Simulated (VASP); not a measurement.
# Ti in VASP: single point with PBEsol

Aim: the single point of Ti with PBEsol.

Everything below comes from runs of VASP 6.6.1. Logs are shortened: lines on timing, memory, paths and dates and some standing lists are left out, and cuts for length are marked.

### 1 The cell of the first run

The cell holds a slab with vacuum, 9 atoms: a = 4.918 Å, b = 4.918 Å, c = 21.797 Å, α = 90.00°, β = 90.00°, γ = 120.00°.

### 2 Single point, PBEsol

INCAR reads:

```
SYSTEM = Ti
PREC = Accurate
ENCUT = 400
EDIFF = 1E-6
ISMEAR = 1
SIGMA = 0.1
LREAL = .False.
LASPH = .True.
NELM = 120
ALGO = Normal
ISIF = 2
LWAVE = .False.
LCHARG = .False.
LDIPOL = .True.
IDIPOL = 3
DIPOL = 0.5 0.5 0.424
GGA = PS
NBANDS = 64
GGA_COMPAT = .False.
NELMDL = -8
```

KPOINTS reads:

```
Automatic mesh
0
Gamma
  9 9 1
  0 0 0
```

POSCAR reads:

```
Ti
1.0
    4.9177535854      0.0000000000      0.0000000000
   -2.4588767927      4.2588995345      0.0000000000
    0.0000000000      0.0000000000     21.7974904611
Ti
9
Direct
    0.3333333333      0.3333333333      0.3211378857
    0.0000000000      0.6666666667      0.3211378857
    0.6666666667      0.0000000000      0.3211378857
    0.6666666667      0.6724647886      0.4206098917
    0.3391314553      1.0000000000      0.4206098917
    0.9942018780      0.3275352114      0.4206098917
    0.3333333333      0.3333333333      0.5293566185
    0.0000000000      0.6666666667      0.5293566185
    0.6666666667      0.0000000000      0.5338280308
```

Potentials or basis: VASP PAW PBE potentials, release 64 (Ti_sv).

Command:

```
$ cat potpaw_PBE.64/Ti_sv/POTCAR > POTCAR
$ mpirun -np 1 vasp_std > vasp.out
```

OUTCAR:

```text
SYSTEM = Ti
   PREC = Accurate
   ENCUT = 400
   EDIFF = 1E-6
   ISMEAR = 1
   LREAL = .False.
   LASPH = .True.
   NELM = 120
   ISIF = 2
   GGA = PS
   NELMDL = -8

 ion  position               nearest neighbor table
   1  0.333  0.333  0.321-   5 2.73   4 2.73   6 2.73   2 2.84   3 2.84   3 2.84   3 2.84   2 2.84
                             2 2.84
   2  0.000  0.667  0.321-   4 2.73   6 2.73   5 2.73   1 2.84   3 2.84   3 2.84   1 2.84   3 2.84
                             1 2.84
   3  0.667  0.000  0.321-   6 2.70   4 2.70   5 2.70   2 2.84   1 2.84   2 2.84   1 2.84   1 2.84
                             2 2.84
   4  0.667  0.672  0.421-   3 2.70   2 2.73   1 2.73   6 2.79   5 2.79   6 2.86   5 2.86   5 2.86
                             6 2.86   8 2.89   7 2.89
   5  0.339  0.000  0.421-   3 2.70   2 2.73   1 2.73   6 2.79   4 2.79   4 2.86   4 2.86   6 2.86
                             6 2.86   7 2.89   8 2.89
   6  0.994  0.328  0.421-   3 2.70   2 2.73   1 2.73   5 2.79   4 2.79   4 2.86   5 2.86   4 2.86
                             5 2.86   8 2.89   7 2.89
   7  0.333  0.333  0.529-   8 2.84   8 2.84   8 2.84   9 2.84   9 2.84   9 2.84   5 2.89   4 2.89
                             6 2.89
   8  0.000  0.667  0.529-   7 2.84   7 2.84   7 2.84   9 2.84   9 2.84   9 2.84   4 2.89   6 2.89
                             5 2.89
   9  0.667  0.000  0.534-   7 2.84   8 2.84   8 2.84   7 2.84   7 2.84   8 2.84

  LATTYP: Found a hexagonal cell.
 ALAT       =     4.9177535854
 C/A-ratio  =     4.4324080259

  Lattice vectors:

 A1 = (   4.9177535854,   0.0000000000,   0.0000000000)
 A2 = (  -2.4588767927,   4.2588995345,   0.0000000000)
 A3 = (   0.0000000000,   0.0000000000,  21.7974904611)

Analysis of symmetry for initial positions (statically):
=====================================================================
 Subroutine PRICEL returns:
 Original cell was already a primitive cell.

 Routine SETGRP: Setting up the symmetry group for a
 hexagonal supercell.

 Subroutine GETGRP returns: Found  6 space group operations
 (whereof  2 operations were pure point group operations)
 out of a pool of 24 trial point group operations.

The static configuration has the point symmetry C_1h.
 The point group associated with its full space group is C_3v.

Analysis of symmetry for dynamics (positions and initial velocities):
=====================================================================
 Subroutine PRICEL returns:
[... 124 lines left out ...]
   EMIN   =  10.00;   EMAX   =-10.00  energy-range for DOS
   EFERMI =   0.00;   METHOD = LEGACY
   ISMEAR =     1;   SIGMA  =   0.10  broadening in eV -4-tet -1-fermi 0-gaus
   EFERMI_NEDOS =   21; number of points for ismear=-14 and -15
   IALGO  =     38    algorithm
   IMIX   =      4    mixing-type and parameters
     AMIX     =   0.40;   BMIX     =  1.00
     AMIX_MAG =   1.60;   BMIX_MAG =  1.00
  volume/ion in A,a.u.               =      50.73       342.31
  Fermi-wavevector in a.u.,A,eV,Ry     =   1.012494  1.913337 13.947937  1.025144
  Thomas-Fermi vector in A             =   2.145607
   LORBIT       =      0    0 simple, 1 ext, 2 COOP (PROOUT), +10 PAW based schemes
   GGA     = PS    functional components
   LHFCALC =     F    Hartree Fock is set to
   AEXX    =    0.0000 exact exchange contribution
   IVDW    =     0    specifies the selected vdW correction
   LEPSILON=     F    determine dielectric tensor
   LRPA    =     F    only Hartree local field effects (RPA)
 non-spin polarized calculation
 Methfessel and Paxton  Order N= 1 SIGMA  =   0.10
  energy-cutoff  :      400.00
  volume of cell :      456.53
 maximum number of plane-waves:      8322
   NGX = 17   NGY = 17   NGZ = 71

 dipolmoment           0.000000      0.000000      0.022941 electrons x Angstroem

 number of electron     108.0000018 magnetization

 dipolmoment           0.000000      0.000000     -0.006725 electrons x Angstroem

 Free energy of the ion-electron system (eV)
  ---------------------------------------------------
  ext. energy  EPLUGINS =         0.00000000
  ---------------------------------------------------
  free energy    TOTEN  =       -68.93453522 eV

  energy without entropy =      -68.91736413  energy(sigma->0) =      -68.92881152

 E-fermi :  -0.0901     XC(G=0):  -4.7738

 val. band max:       -0.0940782208   @ k =   0.4444   0.1111   0.0000
 cond. band min:      -0.0880257846   @ k =   0.2222   0.2222   0.0000
 fundamental gap:      0.0060524362
 Fermi energy:        -0.0900955464

 k-point     1 :       0.0000    0.0000    0.0000
  band No.  band energies     occupation
      1     -56.6064      2.00000
      2     -56.5499      2.00000
      3     -56.4860      2.00000
      4     -56.4509      2.00000
      5     -56.4173      2.00000
      6     -56.3958      2.00000
[... 793 lines left out ...]
     63       0.7880     -0.00000
     64       1.1540     -0.00000

------------------------ aborting loop because EDIFF is reached ----------------------------------------

 vacuum level on the upper side and lower side of the slab       (xc-potential included)        -0.213        -0.157

  FORCE on cell =-STRESS in cart. coord.  units (eV):
  Direction    XX          YY          ZZ          XY          YZ          ZX
  --------------------------------------------------------------------------------------
  -------------------------------------------------------------------------------------
  Total       -1.7230770     -1.7230770     -2.3742292      0.0000000     -0.0000000      0.0000000
  in kB       -6.0470646     -6.0470646     -8.3322553      0.0000000     -0.0000000      0.0000000
  external PRESSURE =      -6.8087949 kB  Pullay stress =       0.0000000 kB

 VOLUME and BASIS-vectors are now :
 -----------------------------------------------------------------------------
  energy-cutoff  :      400.00
  volume of cell :      456.53
      direct lattice vectors                 reciprocal lattice vectors
     4.917753585  0.000000000  0.000000000     0.203344877  0.117401220  0.000000000
    -2.458876793  4.258899535  0.000000000     0.000000000  0.234802439  0.000000000
     0.000000000  0.000000000 21.797490461     0.000000000  0.000000000  0.045876841

 POSITION                                       TOTAL-FORCE (eV/Angst)
 -----------------------------------------------------------------------------------
      0.81963      1.41963      7.00000        -0.000000     -0.000000     -0.116970
     -1.63925      2.83927      7.00000         0.000000      0.000000     -0.116970
      3.27850      0.00000      7.00000        -0.000000     -0.000000     -0.347439
      1.62499      2.86396      9.16824         0.085430     -0.147968      0.568250
      1.66776      0.00000      9.16824        -0.170859     -0.000000      0.568250
      4.08387      1.39494      9.16824         0.085430      0.147968      0.568250
      0.81963      1.41963     11.53865         0.000000      0.000000     -0.312791
     -1.63925      2.83927     11.53865         0.000000     -0.000000     -0.312791
      3.27850      0.00000     11.63611        -0.000000     -0.000000     -0.497786
 -----------------------------------------------------------------------------------
    total drift:                                0.000153      0.000001      0.001245

  FREE ENERGIE OF THE ION-ELECTRON SYSTEM (eV)
  ---------------------------------------------------
  free  energy   TOTEN  =       -68.9345352173 eV

  energy  without entropy=      -68.9173641350  energy(sigma->0) =      -68.92881152

 vacuum level on the upper side and lower side of the slab         4.267         4.329
```

Wall time 9.4 min (1 thread of Intel Xeon 8259CL, shared host); peak memory 0.47 GiB.

Results:

```
Free energy            : -68.9345 eV
Largest force          : 0.593 eV/Å
Band gap on the k mesh : zero (bands 54 and 55 overlap by 0.29 eV)
```

Forces in eV/Å, atoms in the order of the input:
```
Ti   0.000  0.000 -0.117
Ti   0.000  0.000 -0.117
Ti   0.000  0.000 -0.347
Ti   0.085 -0.148  0.568
Ti  -0.171  0.000  0.568
Ti   0.085  0.148  0.568
Ti   0.000  0.000 -0.313
Ti   0.000  0.000 -0.313
Ti   0.000  0.000 -0.498
```

Caveat: the PAW data sets were made with another functional, which shifts forces and pressure a little.
